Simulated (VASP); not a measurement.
Set up this calculation in VASP 6.6.1, as the native input.

* Task: single point
* Functional: PBE
* Potentials or basis: VASP PAW PBE potentials, release 64 (Mn_pv)
* Cutoff: 520 eV
* k mesh: 9 × 9 × 13
* Occupations: fermi-dirac, width 0.1 eV
* Spin: no spin polarisation
* Dipole correction: no
* Further INCAR settings: ALGO = Normal; EDIFF = 1e-07; NBANDS = 26

The structure of Mn lies in POSCAR:

```
Mn
1.0
    3.9061941644      0.0000000000      0.0000000000
   -1.9530970822      3.3828633785      0.0000000000
    0.0000000000      0.0000000000      2.4499825464
Mn
3
Direct
    0.0000000000      0.0000000000      0.0000000000
    0.3333333333      0.6666666667      0.5000000000
    0.6666666667      0.3333333333      0.5000000000
```

One way to write it, as run:

INCAR

```
SYSTEM = Mn
  PREC = Accurate
  ENCUT = 520
  EDIFF = 1E-7
  ISMEAR = -1
  SIGMA = 0.1
  LREAL = .False.
  LASPH = .True.
  NELM = 60
  ALGO = Normal
  ISIF = 2
  LWAVE = .False.
  LCHARG = .False.
  GGA = PE
  NBANDS = 26
```

KPOINTS

```
Automatic mesh
0
Gamma
  9 9 13
  0 0 0
```

Potentials or basis: VASP PAW PBE potentials, release 64 (Mn_pv).

The run is started by

```console
$ cat potpaw_PBE.64/Mn_pv/POTCAR > POTCAR
$ mpirun -np 1 vasp_std > vasp.out
```

Results of the run:

| Property | Result |
| --- | --- |
| Pressure | 0.0 GPa |

Caveat: the run has no spin polarisation, though such a crystal can be magnetic.

Run time: 52 s on 1 thread of Intel(R) Xeon(R) 6975P-C (Granite Rapids), on a shared host, peak memory 0.18 GiB.
